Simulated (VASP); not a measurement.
SiC: single point with PBE

SiC:

```
Si C
1.0
     0.00000    2.18986    2.18986
     2.18986    0.00000    2.18986
     2.18986    2.18986    0.00000
Si C
1 1
Direct
  0.00000 0.00000 0.00000
  0.75000 0.75000 0.65313
```

This cell differs from its parent crystal: atom 2 (C) moved by (-0.300, +0.000) A along [1 1 0] and z.

```
Program                : VASP 6.6.1
Task                   : single point
Functional             : PBE
Potentials or basis    : VASP PAW PBE potentials, release 64 (Si, C)
Cutoff                 : 520 eV
k mesh                 : 10 × 10 × 10
Occupations            : gaussian, width 0.05 eV
Spin                   : no spin polarisation
Dipole correction      : no
Further INCAR settings : ALGO = Normal; EDIFF = 1e-07; NBANDS = 11
```

The pressure is 10.7 GPa, the largest force is 6.699 eV/Å and the band gap on the k mesh is 0.05 eV (least direct gap 3.83 eV).

Forces in eV/Å, atoms in the order of the input:
```
Si  -4.200 -4.200  3.097
C    4.200  4.200 -3.097
```

Stress tensor (GPa, compression positive):
```
  7.44  12.18 -15.26
 12.18   7.44 -15.26
-15.26 -15.26  17.22
```

Levels at points of the mesh, in eV from the valence-band top:
```csv
k point,band 2,band 3,band 4,band 5,band 6,band 7
"(0.00, 0.00, 0.00)",-2.52,-1.02,0.00,4.63,5.93,6.10
"(0.50, 0.00, 0.00)",-9.49,-3.08,-1.01,3.71,4.99,7.26
"(0.00, 0.00, 0.50)",-10.32,-2.29,-1.26,4.07,5.84,7.25
"(0.50, 0.50, 0.50)",-8.77,-3.19,-1.82,4.13,4.94,6.54
"(0.50, 0.50, 0.00)",-8.96,-4.19,-3.78,0.05,2.82,12.24
"(0.00, 0.50, 0.50)",-8.75,-4.64,-3.72,0.13,3.04,12.36
```

Wall time 39 s on 1 thread of Intel Xeon 8259CL (shared host), peak memory 0.18 GiB.

Caveat: the cell differs from its parent crystal (atom 2 (C) moved by (-0.300, +0.000) A along [1 1 0] and z); the cell stands under pressure; forces of over 1 eV/Å act on the atoms, so gaps and moduli don't describe the material at rest. A k mesh can miss the band edges.
